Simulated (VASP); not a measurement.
# P (Cmce) in VASP: a series of runs

P is run at these levels: r2SCAN+D3(BJ); tasks: single point.

All numbers are computed with VASP 6.6.1; they aren't measurements. Logs are shortened: lines on timing, memory, paths and dates and some standing lists are left out, and cuts for length are marked.

## Step 1: The cell of the first run

Symmetry: Cmce, No. 64, orthorhombic system. The conventional cell has a = 3.288 Å, b = 10.047 Å, c = 4.147 Å, α = 90.00°, β = 90.00°, γ = 90.00°. Within 2.9 Å of P (site symmetry m) lie 3 P at 2.20 to 2.23 Å.

## Step 2: Single point, r2SCAN+D3(BJ) (17.12 Å³/atom)

File POSCAR:

```
P
1.0
    1.6440828484     -5.0233398900      0.0000000000
    1.6440828484      5.0233398900      0.0000000000
    0.0000000000      0.0000000000      4.1468562499
P
4
Direct
    0.8934678264      0.1065321736      0.0740385291
    0.6065321736      0.3934678264      0.5740385291
    0.1065321736      0.8934678264      0.9259614709
    0.3934678264      0.6065321736      0.4259614709
```

File INCAR.step1:

```
PREC = Accurate ; ENCUT = 520
ISMEAR = 0 ; SIGMA = 0.05
LREAL = F ; LASPH = T
NELM = 60 ; NBANDS = 18
GGA = PE ; ALGO = Normal
EDIFF = 1E-4 ; LWAVE = T
LCHARG = F
```

File INCAR.step2:

```
PREC = Accurate ; ENCUT = 520
EDIFF = 1E-6 ; ISMEAR = 0
SIGMA = 0.05 ; LREAL = F
LASPH = T ; NELM = 60
ALGO = Normal ; ISIF = 2
LWAVE = F ; LCHARG = F
METAGGA = R2SCAN ; LMIXTAU = T
IVDW = 12 ; VDW_S6 = 1.0
VDW_S8 = 0.78981345 ; VDW_A1 = 0.49484001
VDW_A2 = 5.73083694 ; NBANDS = 18
ISTART = 1
```

File KPOINTS:

```
Automatic mesh
0
Gamma
  12 12 10
```

Potentials or basis: VASP PAW PBE potentials, release 64 (P).

Command:

```console
cat potpaw_PBE.64/P/POTCAR > POTCAR
cp INCAR.step1 INCAR
mpirun -np 1 vasp_std > vasp.out
cp INCAR.step2 INCAR
mpirun -np 1 vasp_std > vasp.out
```

OUTCAR:

```text
PREC = Accurate
   ENCUT = 520
   EDIFF = 1E-6
   ISMEAR = 0
   LREAL = F
   LASPH = T
   NELM = 60
   ISIF = 2
   METAGGA = R2SCAN
   IVDW = 12
   ISTART = 1
 IVDW          = 12

 ion  position               nearest neighbor table
   1  0.893  0.107  0.074-   4 2.20   4 2.20   3 2.23
   2  0.607  0.393  0.574-   3 2.20   3 2.20   4 2.23
   3  0.107  0.893  0.926-   2 2.20   2 2.20   1 2.23
   4  0.393  0.607  0.426-   1 2.20   1 2.20   2 2.23

  LATTYP: Found a base centered orthorhombic cell.
 ALAT       =     3.2881656968
 B/A-ratio  =     3.0554055685
 C/A-ratio  =     1.2611457671

  Lattice vectors:

 A1 = (   1.6440828484,  -5.0233398900,   0.0000000000)
 A2 = (   1.6440828484,   5.0233398900,   0.0000000000)
 A3 = (   0.0000000000,   0.0000000000,   4.1468562499)

Analysis of symmetry for initial positions (statically):
=====================================================================
 Subroutine PRICEL returns:
 Original cell was already a primitive cell.

 Routine SETGRP: Setting up the symmetry group for a
 base centered orthorhombic supercell.

 Subroutine GETGRP returns: Found  8 space group operations
 (whereof  4 operations were pure point group operations)
 out of a pool of  8 trial point group operations.

The static configuration has the point symmetry C_2h.
 The point group associated with its full space group is D_2h.

Analysis of symmetry for dynamics (positions and initial velocities):
=====================================================================
 Subroutine PRICEL returns:
 Original cell was already a primitive cell.

 Routine SETGRP: Setting up the symmetry group for a
 base centered orthorhombic supercell.

 Subroutine GETGRP returns: Found  8 space group operations
 (whereof  4 operations were pure point group operations)
 out of a pool of  8 trial point group operations.

The dynamic configuration has the point symmetry C_2h.
 The point group associated with its full space group is D_2h.

 Subroutine INISYM returns: Found  8 space group operations
 (whereof  4 operations are pure point group operations),
 and found     1 'primitive' translations

----------------------------------------------------------------------------------------

                                     Primitive cell

  volume of cell :      68.4960

  direct lattice vectors                    reciprocal lattice vectors
     1.644082848 -5.023339890  0.000000000     0.304120927 -0.099535371  0.000000000
     1.644082848  5.023339890  0.000000000     0.304120927  0.099535371  0.000000000
     0.000000000  0.000000000  4.146856250     0.000000000  0.000000000  0.241146531

  length of vectors
     5.285541795  5.285541795  4.146856250     0.319995044  0.319995044  0.241146531

  position of ions in fractional coordinates (direct lattice)
     0.893467826  0.106532174  0.074038529
     0.606532174  0.393467826  0.574038529
     0.106532174  0.893467826  0.925961471
     0.393467826  0.606532174  0.425961471

  ion indices of the primitive-cell ions
   primitive index   ion index
                 1           1
                 2           2
                 3           3
                 4           4

----------------------------------------------------------------------------------------

 KPOINTS: Automatic mesh

Automatic generation of k-mesh.
 Grid dimensions read from file:
 generate k-points for:   12   12   10

 Generating k-lattice:

  Cartesian coordinates                     Fractional coordinates (reciprocal lattice)
     0.025343411 -0.008294614  0.000000000     0.083333333  0.000000000  0.000000000
     0.025343411  0.008294614  0.000000000     0.000000000  0.083333333  0.000000000
     0.000000000  0.000000000  0.024114653     0.000000000  0.000000000  0.100000000

  Length of vectors
     0.026666254  0.026666254  0.024114653

  Shift w.r.t. Gamma in fractional coordinates (k-lattice)
     0.000000000  0.000000000  0.000000000

 Subroutine IBZKPT returns following result:
 ===========================================

 Found    258 irreducible k-points:

 Following reciprocal coordinates:
            Coordinates               Weight
  0.000000  0.000000  0.000000      1.000000
  0.083333  0.000000  0.000000      4.000000
  0.166667  0.000000  0.000000      4.000000
  0.250000  0.000000  0.000000      4.000000
  0.333333  0.000000  0.000000      4.000000
  0.416667  0.000000  0.000000      4.000000
[... 16 lines left out ...]
  0.500000  0.166667  0.000000      4.000000
 -0.416667  0.166667  0.000000      4.000000
 [... further k-points ...]
   k-points           NKPTS =    258   k-points in BZ     NKDIM =    258   number of bands    NBANDS=     18
   number of dos      NEDOS =    301   number of ions     NIONS =      4
   total plane-waves  NPLWV =  51200
   dimension x,y,z NGX =    40 NGY =   40 NGZ =   32
   dimension x,y,z NGXF=    80 NGYF=   80 NGZF=   64
   ions per type =               4
   NGX,Y,Z   is equivalent  to a cutoff of  12.58, 12.58, 12.83 a.u.
   NGXF,Y,Z  is equivalent  to a cutoff of  25.16, 25.16, 25.66 a.u.
 SYSTEM =  unknown system
   PREC   = accura    normal or accurate (medium, high low for compatibility)
   ISTART =      1    job   : 0-new  1-cont  2-samecut
   ICHARG =      0    charge: 1-file 2-atom 10-const
   ISPIN  =      1    spin polarized calculation?
   LNONCOLLINEAR =      F non collinear calculations
   LSORBIT =      F    spin-orbit coupling
   LASPH  =      T    aspherical Exc in radial PAW
   ENCUT  =  520.0 eV  38.22 Ry    6.18 a.u.   9.83  9.83  7.71*2*pi/ulx,y,z
   NELM   =     60;   NELMIN=  2; NELMDL=  0     # of ELM steps
   EDIFF  = 0.1E-05   stopping-criterion for ELM
   LREAL  =      F    real-space projection
   EDIFFG = 0.1E-04   stopping-criterion for IOM
   NSW    =      0    number of steps for IOM
   IBRION =     -1    ionic relax: 0-MD 1-quasi-New 2-CG
   NFREE  =      0    steps in history (QN), initial steepest desc. (CG)
   ISIF   =      2    stress and relaxation
   ISYM   =      2    0-nonsym 1-usesym 2-fastsym
   POTIM  = 0.5000    time-step for ionic-motion
   TEBEG  =    0.0;   TEEND  =   0.0 temperature during run
   PSTRESS=    0.0 pullay stress
   NELECT =      20.0000    total number of electrons
   NUPDOWN=      -1.0000    fix difference up-down
   EMIN   =  10.00;   EMAX   =-10.00  energy-range for DOS
   EFERMI =   0.00;   METHOD = LEGACY
   ISMEAR =     0;   SIGMA  =   0.05  broadening in eV -4-tet -1-fermi 0-gaus
   EFERMI_NEDOS =   21; number of points for ismear=-14 and -15
   IALGO  =     38    algorithm
   IMIX   =      4    mixing-type and parameters
     AMIX     =   0.40;   BMIX     =  1.00
     AMIX_MAG =   1.60;   BMIX_MAG =  1.00
  volume/ion in A,a.u.               =      17.12       115.56
  Fermi-wavevector in a.u.,A,eV,Ry     =   1.086083  2.052400 16.049115  1.179577
  Thomas-Fermi vector in A             =   2.222212
   LORBIT       =      0    0 simple, 1 ext, 2 COOP (PROOUT), +10 PAW based schemes
   METAGGA = R2SCAN    functional components
   LHFCALC =     F    Hartree Fock is set to
   AEXX    =    0.0000 exact exchange contribution
   IVDW    =    12    specifies the selected vdW correction
   LEPSILON=     F    determine dielectric tensor
   LRPA    =     F    only Hartree local field effects (RPA)
 non-spin polarized calculation
 Gauss-broadening in eV      SIGMA  =   0.05
  energy-cutoff  :      520.00
  volume of cell :       68.50
 maximum number of plane-waves:      1864
   NGX = 19   NGY = 19   NGZ = 15

 number of electron      19.9999997 magnetization

 Free energy of the ion-electron system (eV)
  ---------------------------------------------------
  ext. energy  EPLUGINS =         0.00000000
  ---------------------------------------------------
  free energy    TOTEN  =       -35.69799536 eV

  energy without entropy =      -35.69779392  energy(sigma->0) =      -35.69789464

 E-fermi :   7.8872     XC(G=0): -10.8610

 val. band max:        7.8694536262   @ k =   0.4167   0.4167   0.0000
 cond. band min:       7.9234725372   @ k =  -0.4167   0.3333   0.0000
 fundamental gap:      0.0540189109
 Fermi energy:         7.8872069958

 k-point     1 :       0.0000    0.0000    0.0000
  band No.  band energies     occupation
      1      -9.3837      2.00000
      2      -5.7713      2.00000
      3      -1.9671      2.00000
      4      -0.1263      2.00000
      5       2.2944      2.00000
      6       3.2569      2.00000
[... 10 lines left out ...]
     17      15.5746      0.00000
     18      15.7490      0.00000

 k-point     2 :       0.0833    0.0000    0.0000
  band No.  band energies     occupation
      1      -9.2889      2.00000
      2      -5.6967      2.00000
      3      -2.0450      2.00000
      4      -0.0286      2.00000
      5       2.3809      2.00000
      6       2.8031      2.00000
[... 10 lines left out ...]
     17      14.5663      0.00000
     18      15.4435      0.00000

 k-point     3 :       0.1667    0.0000    0.0000
  band No.  band energies     occupation
      1      -9.0057      2.00000
      2      -5.4720      2.00000
      3      -2.3531      2.00000
      4       0.2597      2.00000
      5       1.7606      2.00000
      6       2.1811      2.00000
[... 10 lines left out ...]
     17      13.1044      0.00000
     18      15.3493      0.00000

 k-point     4 :       0.2500    0.0000    0.0000
  band No.  band energies     occupation
      1      -8.5379      2.00000
      2      -5.0946      2.00000
      3      -3.0174      2.00000
      4       0.4491      2.00000
      5       0.7210      2.00000
      6       1.7549      2.00000
[... 375 lines left out ...]
      4      -1.5758      2.00000
      5       1.9893      2.00000
      6       2.3927      2.00000
[... 10 lines left out ...]
     17      15.2487      0.00000
     18      15.3348      0.00000

 k-point    23 :       0.5000    0.1667    0.0000
  band No.  band energies     occupation
      1      -7.7145      2.00000
      2      -5.0265      2.00000
      3      -4.0967      2.00000
      4      -0.4420      2.00000
      5       1.7898      2.00000
      6       1.8939      2.00000
[... 10 lines left out ...]
     17      15.0226      0.00000
     18      15.4782      0.00000

 k-point    24 :      -0.4167    0.1667    0.0000
  band No.  band energies     occupation
      1      -8.3700      2.00000
      2      -5.5510      2.00000
      3      -3.0704      2.00000
      4       0.7068      2.00000
      5       1.2827      2.00000
      6       1.7949      2.00000
[... 10 lines left out ...]
     17      13.4779      0.00000
     18      14.3458      0.00000

 [... further k-points ...]

------------------------ aborting loop because EDIFF is reached ----------------------------------------

 Edisp (eV)   -0.76877

 E8    (eV) :    -0.2185

  FORCE on cell =-STRESS in cart. coord.  units (eV):
  Direction    XX          YY          ZZ          XY          YZ          ZX
  --------------------------------------------------------------------------------------
  -------------------------------------------------------------------------------------
  Total       1.60943     1.66898     1.60586     0.00000    -0.00000     0.00000
  in kB      37.64586    39.03878    37.56249     0.00000    -0.00000     0.00000
  external pressure =       38.08 kB  Pullay stress =        0.00 kB

 VOLUME and BASIS-vectors are now :
 -----------------------------------------------------------------------------
  energy-cutoff  :      520.00
  volume of cell :       68.50
      direct lattice vectors                 reciprocal lattice vectors
     1.644082848 -5.023339890  0.000000000     0.304120927 -0.099535371  0.000000000
     1.644082848  5.023339890  0.000000000     0.304120927  0.099535371  0.000000000
     0.000000000  0.000000000  4.146856250     0.000000000  0.000000000  0.241146531

 POSITION                                       TOTAL-FORCE (eV/Angst)
 -----------------------------------------------------------------------------------
      1.64408     -3.95305      0.30703         0.000000     -0.066108      0.093575
      1.64408     -1.07029      2.38046         0.000000      0.066108      0.093575
      1.64408      3.95305      3.83983         0.000000      0.066108     -0.093575
      1.64408      1.07029      1.76640         0.000000     -0.066108     -0.093575
 -----------------------------------------------------------------------------------
    total drift:                                0.000000     -0.000000     -0.000000

  FREE ENERGIE OF THE ION-ELECTRON SYSTEM (eV)
  ---------------------------------------------------
  free  energy   TOTEN  =       -36.4667675571 eV

  energy  without entropy=      -36.4665661151  energy(sigma->0) =      -36.46666684
```

Wall time 28 min (1 thread of Intel Xeon 8259CL, shared host); peak memory 0.38 GiB.

What came out:

```yaml
Free_energy: -36.4668 eV
Pressure: 3.8 GPa
Largest_force: 0.115 eV/Å
Band_gap_on_the_k_mesh: zero (bands 10 and 11 overlap by 0.08 eV)
Dispersion_energy_per_atom: -0.192 eV
```

Forces on the atoms (eV/Å):
```
P    0.000 -0.066  0.094
P    0.000  0.066  0.094
P    0.000  0.066 -0.094
P    0.000 -0.066 -0.094
```

Stress tensor (GPa, compression positive):
```
3.76 0.00 0.00
0.00 3.90 0.00
0.00 0.00 3.76
```

Levels at points of the mesh, in eV from the Fermi level:
```csv
k point,band 8,band 9,band 10,band 11,band 12,band 13
"(0.00, 0.00, 0.00)",-3.25,-3.13,-1.70,0.91,1.28,1.93
"(0.50, 0.00, 0.00)",-3.65,-2.96,-2.96,0.84,0.84,1.17
"(0.50, 0.50, 0.00)",-2.59,-2.03,-0.35,0.49,0.54,2.64
"(0.00, 0.00, 0.50)",-3.60,-1.09,-1.09,1.61,1.61,2.29
"(0.50, 0.00, 0.50)",-6.34,-2.39,-2.39,1.65,1.65,4.96
"(0.50, 0.50, 0.50)",-2.75,-1.43,-1.43,1.40,1.40,2.95
```

Caveat: the cell stands under pressure; the PAW data sets were made with another functional, which shifts forces and pressure a little.

## Step 3: Single point, r2SCAN+D3(BJ)

This run uses another cell than the first one, of 17.29 Å³/atom.

File POSCAR:

```
P
1.0
    1.6425406402     -5.0448362077      0.0000000000
    1.6425406402      5.0448362077      0.0000000000
    0.0000000000      0.0000000000      4.1733898682
P
4
Direct
    0.8940324340      0.1059675660      0.0748820331
    0.6059675660      0.3940324340      0.5748820331
    0.1059675660      0.8940324340      0.9251179669
    0.3940324340      0.6059675660      0.4251179669
```

File INCAR.step1:

```
SYSTEM = P
PREC = Accurate ; ENCUT = 520
ISMEAR = 0 ; SIGMA = 0.05
LREAL = .False. ; LASPH = .True.
NELM = 100 ; NBANDS = 18
GGA = PE ; ALGO = Normal
EDIFF = 1E-4 ; LWAVE = .True.
LCHARG = .False.
```

File INCAR.step2:

```
SYSTEM = P
PREC = Accurate ; ENCUT = 520
EDIFF = 1E-6 ; ISMEAR = 0
SIGMA = 0.05 ; LREAL = .False.
LASPH = .True. ; NELM = 100
ALGO = Normal ; ISIF = 2
LWAVE = .False. ; LCHARG = .False.
METAGGA = R2SCAN ; LMIXTAU = .True.
IVDW = 12 ; VDW_S6 = 1.0
VDW_S8 = 0.78981345 ; VDW_A1 = 0.49484001
VDW_A2 = 5.73083694 ; NBANDS = 18
ISTART = 1
```

File KPOINTS:

```
Automatic mesh
0
Gamma
  12 12 10
  0 0 0
```

Potentials or basis: VASP PAW PBE potentials, release 64 (P).

Command:

```console
cat potpaw_PBE.64/P/POTCAR > POTCAR
cp INCAR.step1 INCAR
mpirun -np 1 vasp_std > vasp.out
cp INCAR.step2 INCAR
mpirun -np 1 vasp_std > vasp.out
```

Wall time 25 min (1 thread of Intel Xeon 8259CL, shared host); peak memory 0.39 GiB.

The run converged. Its results:

```yaml
Free_energy: -36.4848 eV
Pressure: 3.4 GPa
Largest_force: 0.118 eV/Å
Band_gap_on_the_k_mesh: zero (bands 10 and 11 overlap by 0.09 eV)
Dispersion_energy_per_atom: -0.190 eV
```

Forces in eV/Å, atoms in the order of the input:
```
P    0.000 -0.057  0.104
P    0.000  0.057  0.104
P    0.000  0.057 -0.104
P    0.000 -0.057 -0.104
```

Stress tensor (GPa, compression positive):
```
3.52 0.00 0.00
0.00 3.46 0.00
0.00 0.00 3.32
```

Levels at points of the mesh, in eV from the Fermi level:
```tsv
k point	band 8	band 9	band 10	band 11	band 12	band 13
(0.00, 0.00, 0.00)	-3.26	-3.09	-1.70	0.87	1.28	1.96
(0.50, 0.00, 0.00)	-3.67	-2.96	-2.96	0.86	0.86	1.14
(0.50, 0.50, 0.00)	-2.58	-2.01	-0.32	0.46	0.57	2.63
(0.00, 0.00, 0.50)	-3.59	-1.14	-1.14	1.63	1.63	2.35
(0.50, 0.00, 0.50)	-6.29	-2.38	-2.38	1.66	1.66	4.84
(0.50, 0.50, 0.50)	-2.78	-1.48	-1.48	1.42	1.42	2.98
```

Caveat: the cell stands under pressure; the PAW data sets were made with another functional, which shifts forces and pressure a little.

The gap in the log of VASP goes by the Fermi energy; the results here count the filled bands.